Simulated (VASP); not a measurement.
A run of VASP 6.6.1 is set up as follows.

Contents of INCAR:

```
SYSTEM = Al3Ru2
PREC = Accurate
ENCUT = 520
EDIFF = 1E-6
ISMEAR = 0
SIGMA = 0.1
LREAL = .FALSE.
LASPH = .TRUE.
NELM = 60
ALGO = Fast
ISIF = 2
LWAVE = .FALSE.
LCHARG = .FALSE.
GGA = PS
NBANDS = 48
```

Contents of KPOINTS:

```
Automatic mesh
0
G
  12 12 4
  0 0 0
```

POSCAR

```
Al3Ru2
1.0
    3.0733627982      0.0000000000      0.0000000000
    0.0000000000      3.0733627982      0.0000000000
    0.0000000000      0.0000000000     14.2516646835
Al Ru
6 4
Direct
    0.0000000000      0.0000000000      0.0000000000
    0.5000000000      0.5000000000      0.3062567814
    0.0000000000      0.0000000000      0.1937432186
    0.5000000000      0.5000000000      0.5000000000
    0.0000000000      0.0000000000      0.8062567814
    0.5000000000      0.5000000000      0.6937432186
    0.5000000000      0.5000000000      0.1056584131
    0.0000000000      0.0000000000      0.3943415869
    0.0000000000      0.0000000000      0.6056584131
    0.5000000000      0.5000000000      0.8943415869
```

Potentials or basis: VASP PAW PBE potentials, release 64 (Al, Ru_pv).

Command:

```bash
$ cat potpaw_PBE.64/Al/POTCAR potpaw_PBE.64/Ru_pv/POTCAR > POTCAR
$ mpirun -np 1 vasp_std > vasp.out
```

(1) Predict the pressure.

(2) Estimate the largest force.

(3) Predict the band gap on the k mesh.

Answers

(1) 0.1 GPa.

(2) 0.055 eV/Å.

(3) zero (band 37 reaches 11.68 eV, above the bottom of band 38 at 9.81 eV).

Caveat: the PAW data sets were made with another functional, which shifts forces and pressure a little.
